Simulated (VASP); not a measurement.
# TiPd3 (Pm-3m) in VASP: a series of runs

Runs on TiPd3. Level: LDA. Tasks: single point, relaxation of cell and atoms.

All numbers are computed with VASP 6.6.1; they aren't measurements. Logs are shortened: lines on timing, memory, paths and dates and some standing lists are left out, and cuts for length are marked.

## Step 1: The cell of the first run

Symmetry: Pm-3m, No. 221, cubic system. Conventional cell: a = 3.833 Å, b = 3.833 Å, c = 3.833 Å, α = 90.00°, β = 90.00°, γ = 90.00°. Within 3.6 Å of Ti (site symmetry m-3m) lie 12 Pd at 2.71 Å. Pd (site symmetry 4/mmm) has 4 Ti at 2.71 Å and 8 Pd at 2.71 Å within 3.6 Å.

## Step 2: Single point, LDA

Input file INCAR:

```
  PREC = Accurate
  ENCUT = 520
  EDIFF = 1E-6
  ISMEAR = 0
  SIGMA = 0.1
  LREAL = F
  LASPH = T
  NELM = 60
  ALGO = Fast
  ISIF = 2
  LWAVE = F
  LCHARG = F
  NBANDS = 29
```

Input file KPOINTS:

```
regular mesh
0
Gamma
  12 12 12
```

Input file POSCAR:

```
TiPd3
1.0
    3.8328138513      0.0000000000      0.0000000000
    0.0000000000      3.8328138513      0.0000000000
    0.0000000000      0.0000000000      3.8328138513
Ti Pd
1 3
Direct
    0.0000000000      0.0000000000      0.0000000000
    0.0000000000      0.5000000000      0.5000000000
    0.5000000000      0.0000000000      0.5000000000
    0.5000000000      0.5000000000      0.0000000000
```

Potentials or basis: VASP PAW LDA potentials, release 64 (Ti_sv, Pd).

On the command line:

```bash
$ cat potpaw_LDA.64/Ti_sv/POTCAR potpaw_LDA.64/Pd/POTCAR > POTCAR
$ mpirun -np 1 vasp_std > vasp.out
```

OUTCAR:

```text
PREC = Accurate
   ENCUT = 520
   EDIFF = 1E-6
   ISMEAR = 0
   LREAL = F
   LASPH = T
   NELM = 60
   ISIF = 2

 ion  position               nearest neighbor table
   1  0.000  0.000  0.000-   2 2.71   3 2.71   4 2.71   2 2.71   3 2.71   2 2.71   4 2.71   2 2.71
                             3 2.71   4 2.71   3 2.71   4 2.71
   2  0.000  0.500  0.500-   1 2.71   3 2.71   4 2.71   1 2.71   4 2.71   1 2.71   3 2.71   1 2.71
                             3 2.71   4 2.71   4 2.71   3 2.71
   3  0.500  0.000  0.500-   1 2.71   2 2.71   4 2.71   1 2.71   4 2.71   2 2.71   4 2.71   4 2.71
                             1 2.71   2 2.71   1 2.71   2 2.71
   4  0.500  0.500  0.000-   1 2.71   2 2.71   3 2.71   2 2.71   3 2.71   1 2.71   3 2.71   3 2.71
                             1 2.71   2 2.71   2 2.71   1 2.71

  LATTYP: Found a simple cubic cell.
 ALAT       =     3.8328138513

  Lattice vectors:

 A1 = (   3.8328138513,   0.0000000000,   0.0000000000)
 A2 = (   0.0000000000,   3.8328138513,   0.0000000000)
 A3 = (   0.0000000000,   0.0000000000,   3.8328138513)

Analysis of symmetry for initial positions (statically):
=====================================================================
 Subroutine PRICEL returns:
 Original cell was already a primitive cell.

 Routine SETGRP: Setting up the symmetry group for a
 simple cubic supercell.

 Subroutine GETGRP returns: Found 48 space group operations
 (whereof 48 operations were pure point group operations)
 out of a pool of 48 trial point group operations.

The static configuration has the point symmetry O_h .

Analysis of symmetry for dynamics (positions and initial velocities):
=====================================================================
 Subroutine PRICEL returns:
 Original cell was already a primitive cell.

 Routine SETGRP: Setting up the symmetry group for a
 simple cubic supercell.

 Subroutine GETGRP returns: Found 48 space group operations
 (whereof 48 operations were pure point group operations)
 out of a pool of 48 trial point group operations.

The dynamic configuration has the point symmetry O_h .

 Subroutine INISYM returns: Found 48 space group operations
 (whereof 48 operations are pure point group operations),
 and found     1 'primitive' translations

----------------------------------------------------------------------------------------

                                     Primitive cell

  volume of cell :      56.3058

  direct lattice vectors                    reciprocal lattice vectors
     3.832813851  0.000000000  0.000000000     0.260904922  0.000000000  0.000000000
     0.000000000  3.832813851  0.000000000     0.000000000  0.260904922  0.000000000
     0.000000000  0.000000000  3.832813851     0.000000000  0.000000000  0.260904922

  length of vectors
     3.832813851  3.832813851  3.832813851     0.260904922  0.260904922  0.260904922

  position of ions in fractional coordinates (direct lattice)
     0.000000000  0.000000000  0.000000000
     0.000000000  0.500000000  0.500000000
     0.500000000  0.000000000  0.500000000
     0.500000000  0.500000000  0.000000000

  ion indices of the primitive-cell ions
   primitive index   ion index
                 1           1
                 2           2
                 3           3
                 4           4

----------------------------------------------------------------------------------------

 KPOINTS: regular mesh

Automatic generation of k-mesh.
 Grid dimensions read from file:
 generate k-points for:   12   12   12

 Generating k-lattice:

  Cartesian coordinates                     Fractional coordinates (reciprocal lattice)
     0.021742077  0.000000000  0.000000000     0.083333333  0.000000000  0.000000000
     0.000000000  0.021742077  0.000000000     0.000000000  0.083333333  0.000000000
     0.000000000  0.000000000  0.021742077     0.000000000  0.000000000  0.083333333

  Length of vectors
     0.021742077  0.021742077  0.021742077

  Shift w.r.t. Gamma in fractional coordinates (k-lattice)
     0.000000000  0.000000000  0.000000000

 Subroutine IBZKPT returns following result:
 ===========================================

 Found     84 irreducible k-points:

 Following reciprocal coordinates:
            Coordinates               Weight
  0.000000  0.000000  0.000000      1.000000
  0.083333  0.000000  0.000000      6.000000
  0.166667  0.000000  0.000000      6.000000
  0.250000  0.000000  0.000000      6.000000
  0.333333  0.000000  0.000000      6.000000
  0.416667  0.000000  0.000000      6.000000
[... 16 lines left out ...]
  0.333333  0.333333  0.000000     12.000000
  0.416667  0.333333  0.000000     24.000000
 [... further k-points ...]
   k-points           NKPTS =     84   k-points in BZ     NKDIM =     84   number of bands    NBANDS=     29
   number of dos      NEDOS =    301   number of ions     NIONS =      4
   total plane-waves  NPLWV =  27000
   dimension x,y,z NGX =    30 NGY =   30 NGZ =   30
   dimension x,y,z NGXF=    60 NGYF=   60 NGZF=   60
   ions per type =               1   3
   NGX,Y,Z   is equivalent  to a cutoff of  13.01, 13.01, 13.01 a.u.
   NGXF,Y,Z  is equivalent  to a cutoff of  26.02, 26.02, 26.02 a.u.
 SYSTEM =  unknown system
   PREC   = accura    normal or accurate (medium, high low for compatibility)
   ISTART =      0    job   : 0-new  1-cont  2-samecut
   ICHARG =      2    charge: 1-file 2-atom 10-const
   ISPIN  =      1    spin polarized calculation?
   LNONCOLLINEAR =      F non collinear calculations
   LSORBIT =      F    spin-orbit coupling
   LASPH  =      T    aspherical Exc in radial PAW
   ENCUT  =  520.0 eV  38.22 Ry    6.18 a.u.   7.13  7.13  7.13*2*pi/ulx,y,z
   NELM   =     60;   NELMIN=  2; NELMDL= -5     # of ELM steps
   EDIFF  = 0.1E-05   stopping-criterion for ELM
   LREAL  =      F    real-space projection
   EDIFFG = 0.1E-04   stopping-criterion for IOM
   NSW    =      0    number of steps for IOM
   IBRION =     -1    ionic relax: 0-MD 1-quasi-New 2-CG
   NFREE  =      0    steps in history (QN), initial steepest desc. (CG)
   ISIF   =      2    stress and relaxation
   ISYM   =      2    0-nonsym 1-usesym 2-fastsym
   POTIM  = 0.5000    time-step for ionic-motion
   TEBEG  =    0.0;   TEEND  =   0.0 temperature during run
   PSTRESS=    0.0 pullay stress
   NELECT =      42.0000    total number of electrons
   NUPDOWN=      -1.0000    fix difference up-down
   EMIN   =  10.00;   EMAX   =-10.00  energy-range for DOS
   EFERMI =   0.00;   METHOD = LEGACY
   ISMEAR =     0;   SIGMA  =   0.10  broadening in eV -4-tet -1-fermi 0-gaus
   EFERMI_NEDOS =   21; number of points for ismear=-14 and -15
   IALGO  =     68    algorithm
   IMIX   =      4    mixing-type and parameters
     AMIX     =   0.40;   BMIX     =  1.00
     AMIX_MAG =   1.60;   BMIX_MAG =  1.00
  volume/ion in A,a.u.               =      14.08        94.99
  Fermi-wavevector in a.u.,A,eV,Ry     =   1.484705  2.805686 29.991992  2.204349
  Thomas-Fermi vector in A             =   2.598208
   LORBIT       =      0    0 simple, 1 ext, 2 COOP (PROOUT), +10 PAW based schemes
   GGA     = CA    functional components
   LHFCALC =     F    Hartree Fock is set to
   AEXX    =    0.0000 exact exchange contribution
   IVDW    =     0    specifies the selected vdW correction
   LEPSILON=     F    determine dielectric tensor
   LRPA    =     F    only Hartree local field effects (RPA)
 non-spin polarized calculation
 RMM-DIIS sequential band-by-band and
 Gauss-broadening in eV      SIGMA  =   0.10
  energy-cutoff  :      520.00
  volume of cell :       56.31
 maximum number of plane-waves:      1568
 NGX is ok and might be reduce to    30
   NGX = 15   NGY = 15   NGZ = 15

 number of electron      42.0000001 magnetization

 Free energy of the ion-electron system (eV)
  ---------------------------------------------------
  ext. energy  EPLUGINS =         0.00000000
  ---------------------------------------------------
  free energy    TOTEN  =       -30.81478976 eV

  energy without entropy =      -30.80945080  energy(sigma->0) =      -30.81212028

 E-fermi :  11.4027     XC(G=0): -13.5751

 val. band max:       11.4008191979   @ k =   0.5000   0.5000   0.5000
 cond. band min:      11.4139472521   @ k =   0.5000   0.5000   0.5000
 fundamental gap:      0.0131280542
 Fermi energy:        11.4027154912

 k-point     1 :       0.0000    0.0000    0.0000
  band No.  band energies     occupation
      1     -46.0451      2.00000
      2     -22.6488      2.00000
      3     -22.6488      2.00000
      4     -22.6488      2.00000
      5       3.1084      2.00000
      6       4.7679      2.00000
[... 21 lines left out ...]
     28      13.8667      0.00000
     29      21.6943      0.00000

 k-point     2 :       0.0833    0.0000    0.0000
  band No.  band energies     occupation
      1     -46.0450      2.00000
      2     -22.6509      2.00000
      3     -22.6491      2.00000
      4     -22.6491      2.00000
      5       3.1973      2.00000
      6       4.8209      2.00000
[... 21 lines left out ...]
     28      14.4544      0.00000
     29      21.6552      0.00000

 k-point     3 :       0.1667    0.0000    0.0000
  band No.  band energies     occupation
      1     -46.0446      2.00000
      2     -22.6567      2.00000
      3     -22.6499      2.00000
      4     -22.6499      2.00000
      5       3.4582      2.00000
      6       4.9732      2.00000
[... 21 lines left out ...]
     28      15.4095      0.00000
     29      21.5320      0.00000

 k-point     4 :       0.2500    0.0000    0.0000
  band No.  band energies     occupation
      1     -46.0440      2.00000
      2     -22.6646      2.00000
      3     -22.6510      2.00000
      4     -22.6510      2.00000
      5       3.8709      2.00000
      6       5.2023      2.00000
[... 597 lines left out ...]
     28      16.5726      0.00000
     29      21.0317      0.00000

 k-point    23 :       0.3333    0.3333    0.0000
  band No.  band energies     occupation
      1     -46.0425      2.00000
      2     -22.6712      2.00000
      3     -22.6668      2.00000
      4     -22.6553      2.00000
      5       5.3687      2.00000
      6       5.9900      2.00000
[... 21 lines left out ...]
     28      17.1095      0.00000
     29      19.9705      0.00000

 k-point    24 :       0.4167    0.3333    0.0000
  band No.  band energies     occupation
      1     -46.0423      2.00000
      2     -22.6734      2.00000
      3     -22.6679      2.00000
      4     -22.6560      2.00000
      5       5.7667      2.00000
      6       6.2214      2.00000
[... 21 lines left out ...]
     28      16.2771      0.00000
     29      20.9470      0.00000

 [... further k-points ...]
[... 5 lines left out ...]
  --------------------------------------------------------------------------------------
  -------------------------------------------------------------------------------------
  Total        0.1246955      0.1246955      0.1246955     -0.0000000      0.0000000     -0.0000000
  in kB        3.5482020      3.5482020      3.5482020     -0.0000000      0.0000000     -0.0000000
  external PRESSURE =       3.5482020 kB  Pullay stress =       0.0000000 kB

 VOLUME and BASIS-vectors are now :
 -----------------------------------------------------------------------------
  energy-cutoff  :      520.00
  volume of cell :       56.31
      direct lattice vectors                 reciprocal lattice vectors
     3.832813851  0.000000000  0.000000000     0.260904922  0.000000000  0.000000000
     0.000000000  3.832813851  0.000000000     0.000000000  0.260904922  0.000000000
     0.000000000  0.000000000  3.832813851     0.000000000  0.000000000  0.260904922

 POSITION                                       TOTAL-FORCE (eV/Angst)
 -----------------------------------------------------------------------------------
      0.00000      0.00000      0.00000         0.000000      0.000000      0.000000
      0.00000      1.91641      1.91641         0.000000      0.000000      0.000000
      1.91641      0.00000      1.91641         0.000000      0.000000      0.000000
      1.91641      1.91641      0.00000         0.000000      0.000000      0.000000
 -----------------------------------------------------------------------------------
    total drift:                                0.000000      0.000000     -0.000000

  FREE ENERGIE OF THE ION-ELECTRON SYSTEM (eV)
  ---------------------------------------------------
  free  energy   TOTEN  =       -30.8147897619 eV

  energy  without entropy=      -30.8094507955  energy(sigma->0) =      -30.81212028
```

Wall time 6.3 min (1 thread of Intel Xeon 8259CL, shared host); peak memory 0.24 GiB.

What came out:

```
Free energy            : -30.8148 eV
Pressure               : 0.4 GPa
Band gap on the k mesh : zero (bands 21 and 22 overlap by 1.34 eV)
```

(Continued in part 2 of 2.)
